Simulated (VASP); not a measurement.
Input of a VASP 6.6.1 run:

Contents of INCAR:

```
PREC = Accurate ; ENCUT = 520
EDIFF = 1E-7 ; ISMEAR = -1
SIGMA = 0.06122561905347299 ; LREAL = False
LASPH = True ; NELM = 100
ALGO = Fast ; ISIF = 2
LWAVE = False ; LCHARG = True
GGA = PE ; LELF = True
LVHAR = True ; NBANDS = 18
```

File KPOINTS:

```
Automatic mesh
0
Gamma
  15 15 15
```

The input POSCAR:

```
Sc
1.0
    0.0000000000      3.2089700406      3.2089700406
    3.2089700406      0.0000000000      3.2089700406
    3.2089700406      3.2089700406      0.0000000000
Sc
2
Direct
    0.0000000000      0.0000000000      0.0000000000
    0.2500000000      0.2500000000      0.2500000000
```

Potentials or basis: VASP PAW PBE potentials, release 64 (Sc_sv).

Run with:

```sh
$ cat potpaw_PBE.64/Sc_sv/POTCAR > POTCAR
$ mpirun -np 1 vasp_std > vasp.out
```

Q: Predict the band gap on the k mesh.

A: Zero (bands 11 and 12 overlap by 0.57 eV).

Q: What does it give for the pressure?

A: 0.4 GPa.
